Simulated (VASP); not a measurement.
# AlCo (P4/mmm) in VASP: a series of runs

Runs on AlCo. Level: PBEsol. Tasks: single point.

All numbers are computed with VASP 6.6.1; they aren't measurements. Logs are shortened: lines on timing, memory, paths and dates and some standing lists are left out, and cuts for length are marked.

## Step 1: The cell of the first run

Symmetry: P4/mmm, No. 123, tetragonal system. The conventional cell has a = 2.932 Å, b = 2.932 Å, c = 2.707 Å, α = 90.00°, β = 90.00°, γ = 90.00°. Al (site symmetry 4/mmm) has 8 Co at 2.48 Å and 6 Al at 2.71 to 2.93 Å within 3.3 Å. Co (site symmetry 4/mmm) has 8 Al at 2.48 Å and 6 Co at 2.71 to 2.93 Å within 3.3 Å.

## Step 2: Single point, PBEsol (strain +0.040 along x and y, -0.040 along z)

Contents of INCAR:

```
SYSTEM = AlCo
ALGO = Normal
EDIFF = 1E-7
ENCUT = 520
GGA = PS
ISIF = 2
ISMEAR = 0
LASPH = .True.
LCHARG = .True.
LELF = .True.
LREAL = .False.
LVHAR = .True.
LWAVE = .False.
NBANDS = 13
NELM = 80
PREC = Accurate
SIGMA = 0.15
```

Contents of KPOINTS:

```
k-points
0
Gamma
  16 16 16
  0 0 0
```

Contents of POSCAR:

```
AlCo
1.0
    2.9321793384      0.0000000000      0.0000000000
    0.0000000000      2.9321793384      0.0000000000
    0.0000000000      0.0000000000      2.7066270816
Al Co
1 1
Direct
    0.0000000000      0.0000000000      0.0000000000
    0.5000000000      0.5000000000      0.5000000000
```

Potentials or basis: VASP PAW PBE potentials, release 64 (Al, Co).

On the command line:

```
$ cat potpaw_PBE.64/Al/POTCAR potpaw_PBE.64/Co/POTCAR > POTCAR
$ mpirun -np 1 vasp_std > vasp.out
```

OUTCAR:

```text
SYSTEM = AlCo
   EDIFF = 1E-7
   ENCUT = 520
   GGA = PS
   ISIF = 2
   ISMEAR = 0
   LASPH = .True.
   LREAL = .False.
   NELM = 80
   PREC = Accurate

 ion  position               nearest neighbor table
   1  0.000  0.000  0.000-   2 2.48   2 2.48   2 2.48   2 2.48   2 2.48   2 2.48   2 2.48   2 2.48

   2  0.500  0.500  0.500-   1 2.48   1 2.48   1 2.48   1 2.48   1 2.48   1 2.48   1 2.48   1 2.48

  LATTYP: Found a simple tetragonal cell.
 ALAT       =     2.9321793384
 C/A-ratio  =     0.9230769231

  Lattice vectors:

 A1 = (   2.9321793384,   0.0000000000,   0.0000000000)
 A2 = (   0.0000000000,   2.9321793384,   0.0000000000)
 A3 = (   0.0000000000,   0.0000000000,   2.7066270816)

Analysis of symmetry for initial positions (statically):
=====================================================================
 Subroutine PRICEL returns:
 Original cell was already a primitive cell.

 Routine SETGRP: Setting up the symmetry group for a
 simple tetragonal supercell.

 Subroutine GETGRP returns: Found 16 space group operations
 (whereof 16 operations were pure point group operations)
 out of a pool of 16 trial point group operations.

The static configuration has the point symmetry D_4h.

Analysis of symmetry for dynamics (positions and initial velocities):
=====================================================================
 Subroutine PRICEL returns:
 Original cell was already a primitive cell.

 Routine SETGRP: Setting up the symmetry group for a
 simple tetragonal supercell.

 Subroutine GETGRP returns: Found 16 space group operations
 (whereof 16 operations were pure point group operations)
 out of a pool of 16 trial point group operations.

The dynamic configuration has the point symmetry D_4h.

 Subroutine INISYM returns: Found 16 space group operations
 (whereof 16 operations are pure point group operations),
 and found     1 'primitive' translations

----------------------------------------------------------------------------------------

                                     Primitive cell

  volume of cell :      23.2707

  direct lattice vectors                    reciprocal lattice vectors
     2.932179338  0.000000000  0.000000000     0.341043260  0.000000000  0.000000000
     0.000000000  2.932179338  0.000000000     0.000000000  0.341043260  0.000000000
     0.000000000  0.000000000  2.706627082     0.000000000  0.000000000  0.369463531

  length of vectors
     2.932179338  2.932179338  2.706627082     0.341043260  0.341043260  0.369463531

  position of ions in fractional coordinates (direct lattice)
     0.000000000  0.000000000  0.000000000
     0.500000000  0.500000000  0.500000000

  ion indices of the primitive-cell ions
   primitive index   ion index
                 1           1
                 2           2

----------------------------------------------------------------------------------------

 KPOINTS: k-points

Automatic generation of k-mesh.
 Grid dimensions read from file:
 generate k-points for:   16   16   16

 Generating k-lattice:

  Cartesian coordinates                     Fractional coordinates (reciprocal lattice)
     0.021315204  0.000000000  0.000000000     0.062500000  0.000000000  0.000000000
     0.000000000  0.021315204  0.000000000     0.000000000  0.062500000  0.000000000
     0.000000000  0.000000000  0.023091471     0.000000000  0.000000000  0.062500000

  Length of vectors
     0.021315204  0.021315204  0.023091471

  Shift w.r.t. Gamma in fractional coordinates (k-lattice)
     0.000000000  0.000000000  0.000000000

 Subroutine IBZKPT returns following result:
 ===========================================

 Found    405 irreducible k-points:

 Following reciprocal coordinates:
            Coordinates               Weight
  0.000000  0.000000  0.000000      1.000000
  0.062500  0.000000  0.000000      4.000000
  0.125000  0.000000  0.000000      4.000000
  0.187500  0.000000  0.000000      4.000000
  0.250000  0.000000  0.000000      4.000000
  0.312500  0.000000  0.000000      4.000000
[... 16 lines left out ...]
  0.437500  0.125000  0.000000      8.000000
  0.500000  0.125000  0.000000      4.000000
 [... further k-points ...]
   k-points           NKPTS =    405   k-points in BZ     NKDIM =    405   number of bands    NBANDS=     13
   number of dos      NEDOS =    301   number of ions     NIONS =      2
   total plane-waves  NPLWV =  11520
   dimension x,y,z NGX =    24 NGY =   24 NGZ =   20
   dimension x,y,z NGXF=    48 NGYF=   48 NGZF=   40
   ions per type =               1   1
   NGX,Y,Z   is equivalent  to a cutoff of  13.61, 13.61, 12.28 a.u.
   NGXF,Y,Z  is equivalent  to a cutoff of  27.21, 27.21, 24.57 a.u.
 SYSTEM =  AlCo
   PREC   = accura    normal or accurate (medium, high low for compatibility)
   ISTART =      0    job   : 0-new  1-cont  2-samecut
   ICHARG =      2    charge: 1-file 2-atom 10-const
   ISPIN  =      1    spin polarized calculation?
   LNONCOLLINEAR =      F non collinear calculations
   LSORBIT =      F    spin-orbit coupling
   LASPH  =      T    aspherical Exc in radial PAW
   ENCUT  =  520.0 eV  38.22 Ry    6.18 a.u.   5.45  5.45  5.03*2*pi/ulx,y,z
   NELM   =     80;   NELMIN=  2; NELMDL= -5     # of ELM steps
   EDIFF  = 0.1E-06   stopping-criterion for ELM
   LREAL  =      F    real-space projection
   EDIFFG = 0.1E-05   stopping-criterion for IOM
   NSW    =      0    number of steps for IOM
   IBRION =     -1    ionic relax: 0-MD 1-quasi-New 2-CG
   NFREE  =      0    steps in history (QN), initial steepest desc. (CG)
   ISIF   =      2    stress and relaxation
   ISYM   =      2    0-nonsym 1-usesym 2-fastsym
   POTIM  = 0.5000    time-step for ionic-motion
   TEBEG  =    0.0;   TEEND  =   0.0 temperature during run
   PSTRESS=    0.0 pullay stress
   NELECT =      12.0000    total number of electrons
   NUPDOWN=      -1.0000    fix difference up-down
   EMIN   =  10.00;   EMAX   =-10.00  energy-range for DOS
   EFERMI =   0.00;   METHOD = LEGACY
   ISMEAR =     0;   SIGMA  =   0.15  broadening in eV -4-tet -1-fermi 0-gaus
   EFERMI_NEDOS =   21; number of points for ismear=-14 and -15
   IALGO  =     38    algorithm
   IMIX   =      4    mixing-type and parameters
     AMIX     =   0.40;   BMIX     =  1.00
     AMIX_MAG =   1.60;   BMIX_MAG =  1.00
  volume/ion in A,a.u.               =      11.64        78.52
  Fermi-wavevector in a.u.,A,eV,Ry     =   1.312801  2.480833 23.448897  1.723445
  Thomas-Fermi vector in A             =   2.443168
   LORBIT       =      0    0 simple, 1 ext, 2 COOP (PROOUT), +10 PAW based schemes
   GGA     = PS    functional components
   LHFCALC =     F    Hartree Fock is set to
   AEXX    =    0.0000 exact exchange contribution
   IVDW    =     0    specifies the selected vdW correction
   LEPSILON=     F    determine dielectric tensor
   LRPA    =     F    only Hartree local field effects (RPA)
 non-spin polarized calculation
 Gauss-broadening in eV      SIGMA  =   0.15
  energy-cutoff  :      520.00
  volume of cell :       23.27
 maximum number of plane-waves:       646
 NGX is ok and might be reduce to    24
   NGX = 11   NGY = 11   NGZ = 11

 number of electron      12.0000007 magnetization

 Free energy of the ion-electron system (eV)
  ---------------------------------------------------
  ext. energy  EPLUGINS =         0.00000000
  ---------------------------------------------------
  free energy    TOTEN  =       -13.01174701 eV

  energy without entropy =      -12.99806988  energy(sigma->0) =      -13.00490844

 E-fermi :  10.2792     XC(G=0): -12.3572

 val. band max:       10.2782634710   @ k =   0.3750   0.3125   0.4375
 cond. band min:      10.2797107264   @ k =   0.4375   0.0000   0.5000
 fundamental gap:      0.0014472554
 Fermi energy:        10.2791630796

 k-point     1 :       0.0000    0.0000    0.0000
  band No.  band energies     occupation
      1      -0.6630      2.00000
      2       7.3531      2.00000
      3       7.4841      2.00000
      4       9.3705      2.00000
      5       9.7105      2.00000
      6       9.7105      2.00000
      7      15.3615      0.00000
      8      15.3615      0.00000
      9      18.3594      0.00000
     10      18.8058      0.00000
     11      19.1199      0.00000
     12      25.6950      0.00000
     13      30.7198      0.00000

 k-point     2 :       0.0625    0.0000    0.0000
  band No.  band energies     occupation
      1      -0.5930      2.00000
      2       7.3467      2.00000
      3       7.4933      2.00000
      4       9.3283      2.00000
      5       9.6836      2.00000
      6       9.7137      2.00000
      7      14.7521      0.00000
      8      15.4668      0.00000
      9      18.4484      0.00000
     10      18.9588      0.00000
     11      19.5846      0.00000
     12      25.8499      0.00000
     13      29.8020      0.00000

 k-point     3 :       0.1250    0.0000    0.0000
  band No.  band energies     occupation
      1      -0.3837      2.00000
      2       7.2981      2.00000
      3       7.5312      2.00000
      4       9.2134      2.00000
      5       9.6088      2.00000
      6       9.7230      2.00000
      7      13.5780      0.00000
      8      15.7715      0.00000
      9      18.7101      0.00000
     10      18.9504      0.00000
     11      20.7694      0.00000
     12      26.3461      0.00000
     13      28.3225      0.00000
[... 305 lines left out ...]
 k-point    23 :       0.4375    0.1250    0.0000
  band No.  band energies     occupation
      1       2.7972      2.00000
      2       4.6725      2.00000
      3       7.9661      2.00000
      4       8.4004      2.00000
      5       9.1252      2.00000
      6       9.7012      2.00000
      7      10.3579      0.45766
      8      16.7089      0.00000
      9      18.5760      0.00000
     10      22.1879      0.00000
     11      22.3474      0.00000
     12      24.3857      0.00000
     13      26.1034      0.00000

 k-point    24 :       0.5000    0.1250    0.0000
  band No.  band energies     occupation
      1       3.4686      2.00000
      2       3.9610      2.00000
      3       8.0015      2.00000
      4       8.3712      2.00000
      5       9.1041      2.00000
      6       9.7048      2.00000
      7      10.3012      0.83528
      8      17.1371      0.00000
      9      18.1208      0.00000
     10      22.1335      0.00000
     11      23.1732      0.00000
     12      23.4752      0.00000
     13      26.4409      0.00000

 [... further k-points ...]
[... 5 lines left out ...]
  --------------------------------------------------------------------------------------
  -------------------------------------------------------------------------------------
  Total       -1.5337460     -1.5337460      0.8334859      0.0000000     -0.0000000      0.0000000
  in kB     -105.5977221   -105.5977221     57.3851279      0.0000000     -0.0000000      0.0000000
  external PRESSURE =     -51.2701054 kB  Pullay stress =       0.0000000 kB

 VOLUME and BASIS-vectors are now :
 -----------------------------------------------------------------------------
  energy-cutoff  :      520.00
  volume of cell :       23.27
      direct lattice vectors                 reciprocal lattice vectors
     2.932179338  0.000000000  0.000000000     0.341043260  0.000000000  0.000000000
     0.000000000  2.932179338  0.000000000     0.000000000  0.341043260  0.000000000
     0.000000000  0.000000000  2.706627082     0.000000000  0.000000000  0.369463531

 POSITION                                       TOTAL-FORCE (eV/Angst)
 -----------------------------------------------------------------------------------
      0.00000      0.00000      0.00000         0.000000      0.000000      0.000000
      1.46609      1.46609      1.35331         0.000000      0.000000      0.000000
 -----------------------------------------------------------------------------------
    total drift:                                0.000000     -0.000000     -0.000000

  FREE ENERGIE OF THE ION-ELECTRON SYSTEM (eV)
  ---------------------------------------------------
  free  energy   TOTEN  =       -13.0117470052 eV

  energy  without entropy=      -12.9980698786  energy(sigma->0) =      -13.00490844
```

Run time: 1.8 min. Hardware: 1 thread of AMD EPYC 7R43 (Zen 3), shared host; peak memory 0.21 GiB.

What came out:

| Quantity | Value |
| --- | --- |
| Free energy | -13.0117 eV |
| Pressure | -5.1 GPa |
| Band gap on the k mesh | zero (band 6 reaches 12.68 eV, above the bottom of band 7 at 9.96 eV) |

Caveat: the cell differs from its parent crystal (strain +0.040 along x and y, -0.040 along z); the PAW data sets were made with another functional, which shifts forces and pressure a little. Spin polarisation is off, so any magnetic state and its effect on volume and gap are missing.

## Step 3: Single point, PBEsol (strain +0.000 along x and y, +0.080 along z)

Contents of INCAR:

```
  PREC = Accurate
  ENCUT = 520
  EDIFF = 1E-6
  ISMEAR = 0
  SIGMA = 0.15
  LREAL = F
  LASPH = T
  NELM = 80
  ALGO = Normal
  ISIF = 2
  LWAVE = F
  LCHARG = F
  GGA = PS
  NBANDS = 13
```

Contents of KPOINTS:

```
Automatic mesh
0
Gamma
  16 16 16
```

Contents of POSCAR:

```
AlCo
1.0
    2.8194032100      0.0000000000      0.0000000000
    0.0000000000      2.8194032100      0.0000000000
    0.0000000000      0.0000000000      3.0449554668
Al Co
1 1
Direct
    0.0000000000      0.0000000000      0.0000000000
    0.5000000000      0.5000000000      0.5000000000
```

Potentials or basis: VASP PAW PBE potentials, release 64 (Al, Co).

On the command line:

```
$ cat potpaw_PBE.64/Al/POTCAR potpaw_PBE.64/Co/POTCAR > POTCAR
$ mpirun -np 1 vasp_std > vasp.out
```

Wall time 1.8 min (1 thread of AMD EPYC 7R43 (Zen 3), shared host); peak memory 0.21 GiB.

Results (log left out):

```yaml
Free_energy: -12.9872 eV
Pressure: -11.4 GPa
Band_gap_on_the_k_mesh: zero (band 6 reaches 12.09 eV, above the bottom of band 7 at 9.52 eV)
```

Stress tensor (GPa, compression positive):
```
 -8.96   0.00   0.00
  0.00  -8.96   0.00
  0.00   0.00 -16.41
```

Levels at points of the mesh, in eV from the Fermi level:
```
           k point  band 3  band 4  band 5  band 6  band 7  band 8  band 9  band 10
(0.00, 0.00, 0.00)   -2.58   -0.67   -0.67   -0.43    4.18    6.81    6.81     8.22
(0.50, 0.00, 0.00)   -2.04   -1.77   -1.25   -0.54    0.52    8.34    8.97    10.27
(0.50, 0.50, 0.00)   -2.08   -2.08   -1.47   -1.47    0.07    2.89    3.83    11.28
(0.00, 0.00, 0.50)   -2.16   -1.28   -1.28   -0.36   -0.12    8.53   11.19    11.19
(0.50, 0.00, 0.50)   -2.79   -2.36   -1.12   -1.07   -0.19    2.26    3.17    13.07
(0.50, 0.50, 0.50)   -3.54   -0.17    0.09    2.38    2.62    2.62    3.91     4.99
```

Caveat: the cell differs from its parent crystal (strain +0.000 along x and y, +0.080 along z); the PAW data sets were made with another functional, which shifts forces and pressure a little.

## Step 4: Single point, PBEsol (strain +0.040 along x and y, +0.000 along z)

Contents of INCAR:

```
ALGO = Normal ; EDIFF = 1E-7
ENCUT = 520 ; GGA = PS
ISIF = 2 ; ISMEAR = 0
LASPH = True ; LCHARG = False
LREAL = False ; LWAVE = False
NBANDS = 13 ; NELM = 80
PREC = Accurate ; SIGMA = 0.15
```

Contents of KPOINTS:

```
k-points
0
Gamma
  16 16 16
```

Contents of POSCAR:

```
AlCo
1.0
    2.9321793384      0.0000000000      0.0000000000
    0.0000000000      2.9321793384      0.0000000000
    0.0000000000      0.0000000000      2.8194032100
Al Co
1 1
Direct
    0.0000000000      0.0000000000      0.0000000000
    0.5000000000      0.5000000000      0.5000000000
```

On the command line:

```
$ cat potpaw_PBE.64/Al/POTCAR potpaw_PBE.64/Co/POTCAR > POTCAR
$ mpirun -np 1 vasp_std > vasp.out
```

It took 2.3 min on 1 thread of AMD EPYC 7R43 (Zen 3), shared host; peak memory 0.21 GiB.

It converged, with:

```
Free energy            : -13.0032 eV
Pressure               : -12.0 GPa
Band gap on the k mesh : zero (band 6 reaches 12.17 eV, above the bottom of band 7 at 9.52 eV)
```

Stress tensor (GPa, compression positive):
```
-14.15   0.00   0.00
  0.00 -14.15   0.00
  0.00   0.00  -7.84
```

Levels at points of the mesh, in eV from the Fermi level:
```tsv
k point	band 2	band 3	band 4	band 5	band 6	band 7	band 8	band 9	band 10	band 11
(0.00, 0.00, 0.00)	-2.76	-2.70	-0.81	-0.66	-0.66	5.33	5.33	6.73	8.47	8.69
(0.50, 0.00, 0.00)	-6.39	-2.20	-1.64	-1.36	-0.56	0.08	8.36	9.91	10.72	11.22
(0.50, 0.50, 0.00)	-2.91	-2.69	-2.69	-1.20	-1.20	-0.27	2.07	3.06	12.94	16.05
(0.00, 0.00, 0.50)	-6.26	-2.14	-1.61	-1.61	-0.68	0.42	8.42	10.03	10.03	11.13
(0.50, 0.00, 0.50)	-2.82	-2.55	-2.31	-1.41	-1.38	-0.16	2.45	3.40	11.99	15.02
(0.50, 0.50, 0.50)	-3.65	-3.65	-0.22	-0.09	2.38	2.38	2.51	3.78	4.88	5.32
```

Caveat: the cell differs from its parent crystal (strain +0.040 along x and y, +0.000 along z); the PAW data sets were made with another functional, which shifts forces and pressure a little.

## Step 5: Single point, PBEsol (strain +0.080 along x and y, +0.000 along z)

Contents of INCAR:

```
SYSTEM = AlCo
ALGO = Fast
EDIFF = 1E-7
ENCUT = 520
GGA = PS
ISIF = 2
ISMEAR = 0
LASPH = .True.
LCHARG = .False.
LREAL = .False.
LWAVE = .False.
NBANDS = 13
NELM = 80
PREC = Accurate
SIGMA = 0.15
```

Contents of KPOINTS:

```
k-points
0
Gamma
  16 16 16
  0 0 0
```

Contents of POSCAR:

```
AlCo
1.0
    3.0449554668      0.0000000000      0.0000000000
    0.0000000000      3.0449554668      0.0000000000
    0.0000000000      0.0000000000      2.8194032100
Al Co
1 1
Direct
    0.0000000000      0.0000000000      0.0000000000
    0.5000000000      0.5000000000      0.5000000000
```

On the command line:

```
$ cat potpaw_PBE.64/Al/POTCAR potpaw_PBE.64/Co/POTCAR > POTCAR
$ mpirun -np 1 vasp_std > vasp.out
```

Wall time 2.3 min (1 thread of AMD EPYC 7R43 (Zen 3), shared host); peak memory 0.22 GiB.

Results (log left out):

```yaml
Free_energy: -12.7727 eV
Pressure: -20.5 GPa
Band_gap_on_the_k_mesh: zero (band 6 reaches 11.24 eV, above the bottom of band 7 at 8.56 eV)
```

Stress tensor (GPa, compression positive):
```
-24.10   0.00   0.00
  0.00 -24.10   0.00
  0.00   0.00 -13.34
```

Levels at points of the mesh, in eV from the Fermi level:
```csv
k point,band 2,band 3,band 4,band 5,band 6,band 7,band 8,band 9,band 10,band 11
"(0.00, 0.00, 0.00)",-2.43,-2.33,-0.75,-0.47,-0.47,4.65,4.65,7.28,8.08,8.34
"(0.50, 0.00, 0.00)",-6.02,-1.93,-1.52,-1.01,-0.40,0.02,8.15,9.14,9.60,11.64
"(0.50, 0.50, 0.00)",-2.64,-2.62,-2.62,-0.88,-0.88,-0.25,1.71,2.52,12.77,15.37
"(0.00, 0.00, 0.50)",-5.69,-1.81,-1.46,-1.46,-0.60,0.62,8.39,9.41,9.41,10.35
"(0.50, 0.00, 0.50)",-2.46,-2.36,-1.91,-1.26,-1.21,-0.08,2.46,3.12,11.00,14.02
"(0.50, 0.50, 0.50)",-3.26,-3.26,-0.20,0.04,2.43,2.43,2.63,3.21,4.29,5.11
```

Caveat: the cell differs from its parent crystal (strain +0.080 along x and y, +0.000 along z); the PAW data sets were made with another functional, which shifts forces and pressure a little. Spin polarisation is off, so any magnetic state and its effect on volume and gap are missing.

## Step 6: Overview

```tsv
cell	gap on the mesh (eV)	pressure (GPa)
a = 2.932, b = 2.932, c = 2.707 Å, 2 atoms	none	-5.1
a = 2.819, b = 2.819, c = 3.045 Å, 2 atoms	none	-11.4
a = 2.932, b = 2.932, c = 2.819 Å, 2 atoms	none	-12.0
a = 3.045, b = 3.045, c = 2.819 Å, 2 atoms	none	-20.5
```

Alike in all rows: task single point; level PBEsol; potentials or basis VASP PAW PBE potentials, release 64 (Al, Co); no spin polarisation; k mesh 16 × 16 × 16; cutoff (eV) 520; smearing gaussian 0.15 eV.

Caveats: the PAW data sets were made with another functional, which shifts forces and pressure a little.

Total energies depend on the potentials used, so only differences within one code and one set of settings carry meaning.
